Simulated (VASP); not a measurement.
# AlN (P1) in VASP: single point with r2SCAN

Aim: the single point of AlN with r2SCAN.

All numbers are computed with VASP 6.6.1; they aren't measurements. Logs are shortened: lines on timing, memory, paths and dates and some standing lists are left out, and cuts for length are marked.

## 1. The cell of the first run

The typed cell holds 4 atoms: a = 3.111 Å, b = 3.111 Å, c = 4.978 Å, α = 90.00°, β = 90.00°, γ = 120.00°.

## 2. Single point, r2SCAN (atoms moved at random)

POSCAR reads:

```
AlN
1.0
    3.1110021516      0.0000000000      0.0000000000
   -1.5555010758      2.6942068945      0.0000000000
    0.0000000000      0.0000000000      4.9780000000
Al N
2 2
Direct
    0.3172574938      0.6616665852     -0.0067688768
    0.6695472561      0.3374501769      0.4946692515
    0.3352791861      0.6714395050      0.3805626799
    0.6779160639      0.3294437329      0.9015369454
```

INCAR.step1 reads:

```
PREC = Accurate ; ENCUT = 520
ISMEAR = 0 ; SIGMA = 0.05
LREAL = F ; LASPH = T
NELM = 100 ; NBANDS = 16
GGA = PE ; ALGO = Normal
EDIFF = 1E-4 ; LWAVE = T
LCHARG = F
```

INCAR.step2 reads:

```
PREC = Accurate ; ENCUT = 520
EDIFF = 1E-6 ; ISMEAR = 0
SIGMA = 0.05 ; LREAL = F
LASPH = T ; NELM = 100
ALGO = Normal ; ISIF = 2
LWAVE = F ; LCHARG = F
METAGGA = R2SCAN ; LMIXTAU = T
NBANDS = 16 ; ISTART = 1
```

KPOINTS reads:

```
regular mesh
0
Gamma
  12 12 6
```

Potentials or basis: VASP PAW PBE potentials, release 64 (Al, N).

Command:

```
cat potpaw_PBE.64/Al/POTCAR potpaw_PBE.64/N/POTCAR > POTCAR
cp INCAR.step1 INCAR
mpirun -np 1 vasp_std > vasp.out
cp INCAR.step2 INCAR
mpirun -np 1 vasp_std > vasp.out
```

OUTCAR:

```text
PREC = Accurate
   ENCUT = 520
   EDIFF = 1E-6
   ISMEAR = 0
   LREAL = F
   LASPH = T
   NELM = 100
   ISIF = 2
   METAGGA = R2SCAN
   ISTART = 1

 ion  position               nearest neighbor table
   1  0.317  0.662  0.993-   4 1.78   4 1.86   4 1.92   3 1.93   2 3.03   2 3.05   2 3.08   2 3.08
                             2 3.09   2 3.09
   2  0.670  0.337  0.495-   3 1.88   3 1.88   3 1.89   4 2.03   1 3.03   1 3.05   1 3.08   1 3.08
                             1 3.09   1 3.09
   3  0.335  0.671  0.381-   2 1.88   2 1.88   2 1.89   1 1.93
   4  0.678  0.329  0.902-   1 1.78   1 1.86   1 1.92   2 2.03

  LATTYP: Found a hexagonal cell.
 ALAT       =     3.1110021516
 C/A-ratio  =     1.6001274694

  Lattice vectors:

 A1 = (   3.1110021516,   0.0000000000,   0.0000000000)
 A2 = (  -1.5555010758,   2.6942068945,   0.0000000000)
 A3 = (   0.0000000000,   0.0000000000,   4.9780000000)

Analysis of symmetry for initial positions (statically):
=====================================================================
 Subroutine PRICEL returns:
 Original cell was already a primitive cell.

 Routine SETGRP: Setting up the symmetry group for a
 hexagonal supercell.

 Subroutine GETGRP returns: Found  1 space group operations
 (whereof  1 operations were pure point group operations)
 out of a pool of 24 trial point group operations.

The static configuration has the point symmetry C_1 .

Analysis of symmetry for dynamics (positions and initial velocities):
=====================================================================
 Subroutine PRICEL returns:
 Original cell was already a primitive cell.

 Routine SETGRP: Setting up the symmetry group for a
 hexagonal supercell.

 Subroutine GETGRP returns: Found  1 space group operations
 (whereof  1 operations were pure point group operations)
 out of a pool of 24 trial point group operations.

The dynamic configuration has the point symmetry C_1 .

 Subroutine INISYM returns: Found  1 space group operations
 (whereof  1 operations are pure point group operations),
 and found     1 'primitive' translations

----------------------------------------------------------------------------------------

                                     Primitive cell

  volume of cell :      41.7240

  direct lattice vectors                    reciprocal lattice vectors
     3.111002152  0.000000000  0.000000000     0.321439829  0.185583372  0.000000000
    -1.555501076  2.694206895  0.000000000     0.000000000  0.371166744  0.000000000
     0.000000000  0.000000000  4.978000000     0.000000000  0.000000000  0.200883889

  length of vectors
     3.111002152  3.111002152  4.978000000     0.371166744  0.371166744  0.200883889

  position of ions in fractional coordinates (direct lattice)
     0.317257494  0.661666585  0.993231123
     0.669547256  0.337450177  0.494669251
     0.335279186  0.671439505  0.380562680
     0.677916064  0.329443733  0.901536945

  ion indices of the primitive-cell ions
   primitive index   ion index
                 1           1
                 2           2
                 3           3
                 4           4

----------------------------------------------------------------------------------------

 KPOINTS: regular mesh

Automatic generation of k-mesh.
 Grid dimensions read from file:
 generate k-points for:   12   12    6

 Generating k-lattice:

  Cartesian coordinates                     Fractional coordinates (reciprocal lattice)
     0.026786652  0.015465281  0.000000000     0.083333333  0.000000000  0.000000000
     0.000000000  0.030930562  0.000000000     0.000000000  0.083333333  0.000000000
     0.000000000  0.000000000  0.033480648     0.000000000  0.000000000  0.166666667

  Length of vectors
     0.030930562  0.030930562  0.033480648

  Shift w.r.t. Gamma in fractional coordinates (k-lattice)
     0.000000000  0.000000000  0.000000000

 Subroutine IBZKPT returns following result:
 ===========================================

 Found    436 irreducible k-points:

 Following reciprocal coordinates:
            Coordinates               Weight
  0.000000  0.000000  0.000000      1.000000
  0.083333  0.000000  0.000000      2.000000
  0.000000  0.083333  0.000000      2.000000
 -0.083333  0.083333  0.000000      2.000000
  0.166667 -0.000000  0.000000      2.000000
  0.000000  0.166667  0.000000      2.000000
[... 16 lines left out ...]
  0.166667  0.083333  0.000000      2.000000
 -0.083333  0.250000  0.000000      2.000000
 [... further k-points ...]
   k-points           NKPTS =    436   k-points in BZ     NKDIM =    436   number of bands    NBANDS=     16
   number of dos      NEDOS =    301   number of ions     NIONS =      4
   total plane-waves  NPLWV =  23040
   dimension x,y,z NGX =    24 NGY =   24 NGZ =   40
   dimension x,y,z NGXF=    48 NGYF=   48 NGZF=   80
   ions per type =               2   2
   NGX,Y,Z   is equivalent  to a cutoff of  12.83, 12.83, 13.36 a.u.
   NGXF,Y,Z  is equivalent  to a cutoff of  25.65, 25.65, 26.72 a.u.
 SYSTEM =  unknown system
   PREC   = accura    normal or accurate (medium, high low for compatibility)
   ISTART =      1    job   : 0-new  1-cont  2-samecut
   ICHARG =      0    charge: 1-file 2-atom 10-const
   ISPIN  =      1    spin polarized calculation?
   LNONCOLLINEAR =      F non collinear calculations
   LSORBIT =      F    spin-orbit coupling
   LASPH  =      T    aspherical Exc in radial PAW
   ENCUT  =  520.0 eV  38.22 Ry    6.18 a.u.   5.78  5.78  9.26*2*pi/ulx,y,z
   NELM   =    100;   NELMIN=  2; NELMDL=  0     # of ELM steps
   EDIFF  = 0.1E-05   stopping-criterion for ELM
   LREAL  =      F    real-space projection
[... 7 lines left out ...]
   TEBEG  =    0.0;   TEEND  =   0.0 temperature during run
   PSTRESS=    0.0 pullay stress
   NELECT =      16.0000    total number of electrons
   NUPDOWN=      -1.0000    fix difference up-down
   EMIN   =  10.00;   EMAX   =-10.00  energy-range for DOS
   EFERMI =   0.00;   METHOD = LEGACY
   ISMEAR =     0;   SIGMA  =   0.05  broadening in eV -4-tet -1-fermi 0-gaus
   EFERMI_NEDOS =   21; number of points for ismear=-14 and -15
   IALGO  =     38    algorithm
   IMIX   =      4    mixing-type and parameters
     AMIX     =   0.40;   BMIX     =  1.00
     AMIX_MAG =   1.60;   BMIX_MAG =  1.00
  volume/ion in A,a.u.               =      10.43        70.39
  Fermi-wavevector in a.u.,A,eV,Ry     =   1.189377  2.247596 19.247033  1.414617
  Thomas-Fermi vector in A             =   2.325485
   LORBIT       =      0    0 simple, 1 ext, 2 COOP (PROOUT), +10 PAW based schemes
   METAGGA = R2SCAN    functional components
   LHFCALC =     F    Hartree Fock is set to
   AEXX    =    0.0000 exact exchange contribution
   IVDW    =     0    specifies the selected vdW correction
   LEPSILON=     F    determine dielectric tensor
   LRPA    =     F    only Hartree local field effects (RPA)
 non-spin polarized calculation
 Gauss-broadening in eV      SIGMA  =   0.05
  energy-cutoff  :      520.00
  volume of cell :       41.72
 maximum number of plane-waves:      1152
   NGX = 11   NGY = 11   NGZ = 19

 number of electron      15.9999999 magnetization

 Free energy of the ion-electron system (eV)
  ---------------------------------------------------
  ext. energy  EPLUGINS =         0.00000000
  ---------------------------------------------------
  free energy    TOTEN  =       -38.25541162 eV

  energy without entropy =      -38.25541162  energy(sigma->0) =      -38.25541162

 E-fermi :   6.3581     XC(G=0): -11.4070

 val. band max:        6.1496049155   @ k =   0.0000   0.0000   0.0000
 cond. band min:      10.7420229040   @ k =   0.0000   0.0000   0.0000
 fundamental gap:      4.5924179885
 Fermi energy:         6.3581365438

 k-point     1 :       0.0000    0.0000    0.0000
  band No.  band energies     occupation
      1     -10.0819      2.00000
      2      -7.9553      2.00000
      3      -0.0846      2.00000
      4       4.7257      2.00000
      5       5.0037      2.00000
      6       5.5394      2.00000
[... 8 lines left out ...]
     15      20.0166      0.00000
     16      20.0937      0.00000

 k-point     2 :       0.0833    0.0000    0.0000
  band No.  band energies     occupation
      1      -9.9925      2.00000
      2      -7.9055      2.00000
      3       0.0238      2.00000
      4       4.3600      2.00000
      5       4.8713      2.00000
      6       5.1439      2.00000
[... 8 lines left out ...]
     15      19.8932      0.00000
     16      20.1238      0.00000

 k-point     3 :       0.0000    0.0833    0.0000
  band No.  band energies     occupation
      1      -9.9928      2.00000
      2      -7.9055      2.00000
      3       0.0234      2.00000
      4       4.4125      2.00000
      5       4.8068      2.00000
      6       5.2046      2.00000
[... 8 lines left out ...]
     15      19.9306      0.00000
     16      20.1566      0.00000

 k-point     4 :      -0.0833    0.0833    0.0000
  band No.  band energies     occupation
      1      -9.9934      2.00000
      2      -7.9048      2.00000
      3       0.0225      2.00000
      4       4.5331      2.00000
      5       4.6698      2.00000
      6       5.2331      2.00000
[... 8 lines left out ...]
     15      20.0707      0.00000
     16      20.1227      0.00000
[... 324 lines left out ...]
 k-point    22 :      -0.1667    0.0833    0.0000
  band No.  band energies     occupation
      1      -9.8193      2.00000
      2      -7.8113      2.00000
      3       0.2355      2.00000
      4       3.8832      2.00000
      5       4.2147      2.00000
      6       4.8736      2.00000
[... 8 lines left out ...]
     15      19.3583      0.00000
     16      20.2068      0.00000

 k-point    23 :       0.1667    0.0833    0.0000
  band No.  band energies     occupation
      1      -9.4843      2.00000
      2      -7.6569      2.00000
      3       0.6560      2.00000
      4       2.8468      2.00000
      5       3.4416      2.00000
      6       4.4898      2.00000
[... 8 lines left out ...]
     15      19.2942      0.00000
     16      19.9584      0.00000

 k-point    24 :      -0.0833    0.2500    0.0000
  band No.  band energies     occupation
      1      -9.4899      2.00000
      2      -7.6526      2.00000
      3       0.6480      2.00000
      4       2.9444      2.00000
      5       3.4531      2.00000
      6       4.4121      2.00000
[... 8 lines left out ...]
     15      19.6850      0.00000
     16      20.0189      0.00000

 [... further k-points ...]

------------------------ aborting loop because EDIFF is reached ----------------------------------------

  FORCE on cell =-STRESS in cart. coord.  units (eV):
  Direction    XX          YY          ZZ          XY          YZ          ZX
  --------------------------------------------------------------------------------------
  -------------------------------------------------------------------------------------
  Total        0.8982551      0.7629615     -1.4483421      1.1952044      0.1295446      0.4064219
  in kB       34.4924572     29.2972624    -55.6154675     45.8951328      4.9744332     15.6063576
  external PRESSURE =       2.7247507 kB  Pullay stress =       0.0000000 kB

 VOLUME and BASIS-vectors are now :
 -----------------------------------------------------------------------------
  energy-cutoff  :      520.00
  volume of cell :       41.72
      direct lattice vectors                 reciprocal lattice vectors
     3.111002152  0.000000000  0.000000000     0.321439829  0.185583372  0.000000000
    -1.555501076  2.694206895  0.000000000     0.000000000  0.371166744  0.000000000
     0.000000000  0.000000000  4.978000000     0.000000000  0.000000000  0.200883889

 POSITION                                       TOTAL-FORCE (eV/Angst)
 -----------------------------------------------------------------------------------
     -0.04223      1.78267      4.94430         1.618963      0.346113      1.127552
      1.55806      0.90916      2.46246        -0.011755     -0.033109      0.448008
     -0.00137      1.80900      1.89444         0.025018     -0.087629      0.509172
      1.59655      0.88759      4.48785        -1.632225     -0.225375     -2.084731
 -----------------------------------------------------------------------------------
    total drift:                               -0.000029      0.000056     -0.001121

  FREE ENERGIE OF THE ION-ELECTRON SYSTEM (eV)
  ---------------------------------------------------
  free  energy   TOTEN  =       -38.2554116203 eV

  energy  without entropy=      -38.2554116203  energy(sigma->0) =      -38.25541162
```

Run time: 6.8 min. Hardware: 1 thread of Intel Xeon Platinum 8488C (Sapphire Rapids), shared host; peak memory 0.35 GiB.

Results:

* Free energy: -38.2554 eV
* Pressure: 0.3 GPa
* Largest force: 2.657 eV/Å
* Band gap on the k mesh: 4.59 eV

Forces in eV/Å, atoms in the order of the input:
```
Al   1.619  0.346  1.128
Al  -0.012 -0.033  0.448
N    0.025 -0.088  0.509
N   -1.632 -0.225 -2.085
```

Stress tensor (GPa, compression positive):
```
 3.45  4.59  1.56
 4.59  2.93  0.50
 1.56  0.50 -5.56
```

Caveat: the cell differs from its parent crystal (atoms moved at random); the PAW data sets were made with another functional, which shifts forces and pressure a little.
